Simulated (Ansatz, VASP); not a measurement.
# Mo in VASP and in Ansatz

```
Mo
1.0
     2.74234    0.00000    0.00000
    -1.37117    2.37493    0.00000
     0.00000    0.00000    2.49207
Mo
1
Direct
  0.00000 0.00000 0.50000
```

Alike in both runs: task single point; functional PBEsol; k mesh 24 × 24 × 24; occupations gaussian, width 0.15 eV; no spin polarisation.

|  | VASP | Ansatz |
| --- | --- | --- |
| version | VASP 6.6.1 | Ansatz 0.2.0 |
| potentials or method | VASP PAW PBE potentials, release 64 (Mo_sv), cutoff 520 eV | scalar-relativistic, plane waves, PAW |
| valence electrons in the cell | 14 | 14 |

Ansatz gave:

- gap on the k mesh at the Fermi level (eV): none
- pressure (GPa): 0.1
- traceless stress, the component that is largest in VASP (GPa): -0.67

Task: Estimate VASP's values.

Result: gap on the k mesh at the Fermi level (eV): none; pressure (GPa): 0.7; traceless stress, the component that is largest in VASP (GPa): -0.43.

VASP's potentials were made for PBE, not for PBEsol. A gap of «none» marks a metal or a gap that the smearing closes. With one functional, cell and mesh, what is left measures potentials, basis and numerics.
